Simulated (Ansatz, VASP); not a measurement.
# Two plane-wave programs on Re

```
Re
1.0
     2.55022    0.00000    0.00000
    -1.27511    2.20855    0.00000
     0.00000    0.00000    4.07776
Re
2
Cartesian
  0.0000 1.4724 1.0194
  1.2751 0.7362 3.0583
```

Change from the starting cell: volume scaled by 0.9405, PAW files.

Alike in both runs: task electric field gradients; functional PBE; k mesh 14 × 14 × 8; occupations fermi-dirac, width 0.05 eV; no spin polarisation.

```csv
,VASP,Ansatz
version,VASP 6.6.1,Ansatz 0.2.0
potentials or method,"VASP PAW PBE potentials, release 64 (Re)","PAW with Ansatz's default frozen-core files, scalar-relativistic"
plane-wave cutoff (eV),520,420
valence electrons in the cell,14,30
```

```tsv
	VASP	Ansatz	Ansatz less VASP
pressure (GPa)	173.7	169.5	-4.23
traceless stress, the component that is largest in VASP (GPa)	6.22	6.24	+0.019
size of Vzz on the site where it differs most (V/Å²)	107.1	83.7	-23.46
```

Both programs put the cell under a high pressure, so it lies far from rest at this level. VASP's potentials hold 14 valence electrons a cell and Ansatz's 30, so a difference there can come from the potentials and not from the codes.

Spin-orbit coupling is off throughout. Noted on VASP's run: the cell as given lies far from equilibrium.
